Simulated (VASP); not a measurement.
A run of VASP 6.6.1 is set up as follows.

Contents of INCAR:

```
SYSTEM = CaF
PREC = Accurate ; ENCUT = 1350
EDIFF = 1E-7 ; ISMEAR = 0
SIGMA = 0.1 ; LREAL = .False.
LASPH = .True. ; NELM = 120
ALGO = Normal ; ISIF = 3
LWAVE = .False. ; LCHARG = .False.
GGA = PE ; IBRION = 2
NSW = 90 ; EDIFFG = -0.04
GGA_COMPAT = .False. ; NELMIN = 4
```

File KPOINTS:

```
regular mesh
0
Gamma
  6 6 4
  0 0 0
```

POSCAR

```
CaF
1.0
    1.9029334300     -2.6143345200      0.0000000000
    1.9029334300      2.6143345200      0.0000000000
    0.0000000000      0.0000000000      3.8744381100
Ca F
1 1
Direct
    0.0000000000      0.0000000000      0.5000000000
    0.5000000000      0.5000000000      0.0000000000
```

Potentials or basis: VASP PAW PBE potentials, release 64 (Ca_sv, F_h).

Command:

```console
$ cat potpaw_PBE.64/Ca_sv/POTCAR potpaw_PBE.64/F_h/POTCAR > POTCAR
$ mpirun -np 1 vasp_std > vasp.out
```

(1) What does it give for the space group after relaxing (to 0.1 Å)?

(2) Estimate the band gap on the k mesh.

## Answers

(1) Cmmm (No. 65).

(2) zero (an odd number of electrons rules out a gap without spin polarisation).

Caveat: a cell axis changed by over 15 % at a fixed basis, so the end point is rough; an odd number of electrons without spin polarisation forces a metal; a magnetic or distorted state may lie lower.
